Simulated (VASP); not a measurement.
Write the native input for VASP 6.6.1 that does the following.

| Quantity | Value |
| --- | --- |
| Task | single point |
| Functional | PBEsol |
| Dispersion | D3(BJ) |
| Potentials or basis | VASP PAW PBE potentials, release 64 (Te, Mo_sv, H) |
| Cutoff | 400 eV |
| k mesh | 9 × 9 × 2 |
| Occupations | gaussian, width 0.05 eV |
| Spin | no spin polarisation |
| Dipole correction | no |
| Further INCAR settings | ALGO = Normal; EDIFF = 1e-06; NBANDS = 50 |

The structure of Te6Mo3H (a cell with a defect) lies in POSCAR:

```
Te6Mo3H
1.0
    3.4334342720      0.0000000000      0.0000000000
   -1.7167171360      2.9734413017      0.0000000000
    0.0000000000      0.0000000000     20.7704294686
Te Mo H
6 3 1
Direct
    0.0000000000      0.0000000000      0.9125759363
    0.3333333333      0.6666666667      0.5917818730
    0.3333333333      0.6666666667      0.2333053354
    0.3333333333      0.6666666667      0.7666946646
    0.3333333333      0.6666666667      0.4082181270
    0.0000000000      0.0000000000      0.0874240637
    0.0000000000      0.0000000000      0.6791511892
    0.0000000000      0.0000000000      0.3208488108
    0.3333333333      0.6666666667      0.0000000000
    0.2810235033      0.3905117517      0.1690103014
```

The input as run:

INCAR

```
SYSTEM = Te6Mo3H
PREC = Accurate
ENCUT = 400
EDIFF = 1E-6
ISMEAR = 0
SIGMA = 0.05
LREAL = .False.
LASPH = .True.
NELM = 120
ALGO = Normal
ISIF = 2
LWAVE = .False.
LCHARG = .False.
GGA = PS
IVDW = 12
NBANDS = 50
GGA_COMPAT = .False.
```

KPOINTS

```
Automatic mesh
0
Gamma
  9 9 2
  0 0 0
```

Potentials or basis: VASP PAW PBE potentials, release 64 (Te, Mo_sv, H).

Launch:

```bash
$ cat potpaw_PBE.64/Te/POTCAR potpaw_PBE.64/Mo_sv/POTCAR potpaw_PBE.64/H/POTCAR > POTCAR
$ mpirun -np 1 vasp_std > vasp.out
```

Results of the run:

```json
{
  "Pressure": "2.1 GPa",
  "Largest force": "3.116 eV/Å",
  "Band gap on the k mesh": "zero (an odd number of electrons rules out a gap without spin polarisation)",
  "Dispersion energy per atom": "-0.504 eV"
}
```

Caveat: the PAW data sets were made with another functional, which shifts forces and pressure a little; spin-orbit coupling is left out, which moves the levels of the heavy elements.

It took 9.4 min on 1 thread of AMD EPYC 9R45 96-Core Processor (Zen 5) (shared host), peak memory 0.57 GiB.
